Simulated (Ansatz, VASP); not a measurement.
# Two plane-wave programs on Pb

Contents of INCAR:

```
SYSTEM = Pb
PREC     = Accurate       ! precision mode
ENCUT    = 600            ! plane-wave cutoff, eV
EDIFF    = 1E-7           ! SCF threshold, eV
ISMEAR   = 0              ! smearing method
SIGMA    = 0.1            ! smearing width, eV
LREAL    = .FALSE.        ! projectors in reciprocal space
LASPH    = .TRUE.         ! aspherical terms in the spheres
NELM     = 60             ! most SCF steps
ALGO     = Fast           ! electronic algorithm
ISIF     = 3              ! what is computed and relaxed
LWAVE    = .FALSE.        ! write WAVECAR
LCHARG   = .FALSE.        ! write CHGCAR
GGA      = CA             ! functional
IBRION   = 2              ! ionic algorithm
NSW      = 100            ! ionic steps
EDIFFG   = -0.005         ! ionic threshold
```

Contents of KPOINTS:

```
regular mesh
0
G
  14 14 14
  0 0 0
```

The input POSCAR:

```
Pb
1.0
    0.0000000000      2.4947547400      2.4947547400
    2.4947547400      0.0000000000      2.4947547400
    2.4947547400      2.4947547400      0.0000000000
Pb
1
Direct
    0.0000000000      0.0000000000      0.0000000000
```

Input for Ansatz:

```yaml
crystal:
  lattice:
    - [0.0, 2.49475474, 2.49475474]
    - [2.49475474, 0.0, 2.49475474]
    - [2.49475474, 2.49475474, 0.0]
  atoms:
    - { symbol: Pb, position: [0.0, 0.0, 0.0] }
basis:
  ecutwfc: 420
kpoints:
  mp_grid: { grid: [14, 14, 14] }
hamiltonian:
  xc: lda
scf:
  occupations: { method: gaussian, width: 0.1 }
output:
  forces: true
  stress: true
  eigenvalues: true
relax:
  adjacent_minimum: "off"
  f_tol: 0.005
  max_steps: 80
  cell: { stress_tol: 0.05 }
```

Alike in both runs: task relaxation of cell and atoms; functional LDA; k mesh 14 × 14 × 14; occupations gaussian, width 0.1 eV; no spin polarisation.

|  | VASP | Ansatz |
| --- | --- | --- |
| version | VASP 6.6.1 | Ansatz 0.2.0 |
| potentials or method | VASP PAW LDA potentials, release 64 (Pb_d), cutoff 600 eV | scalar-relativistic, plane waves, PAW |
| valence electrons in the cell | 14 | 14 |

Ansatz gave:

- gap on the k mesh at the Fermi level, each at its own relaxed structure (eV): none
- relaxed volume (Å³/atom): 29.09
- relaxed cell length with the largest relative difference (Å): 3.452

Q: What did VASP give for the same quantities?

A: gap on the k mesh at the Fermi level, each at its own relaxed structure (eV): none; relaxed volume (Å³/atom): 29.16; relaxed cell length with the largest relative difference (Å): 3.455.

LDA's correlation is that of Perdew and Zunger in VASP and of Perdew and Wang (1992) in Ansatz. A gap of «none» marks a metal or a gap that the smearing closes.

Neither program's run includes spin-orbit coupling.
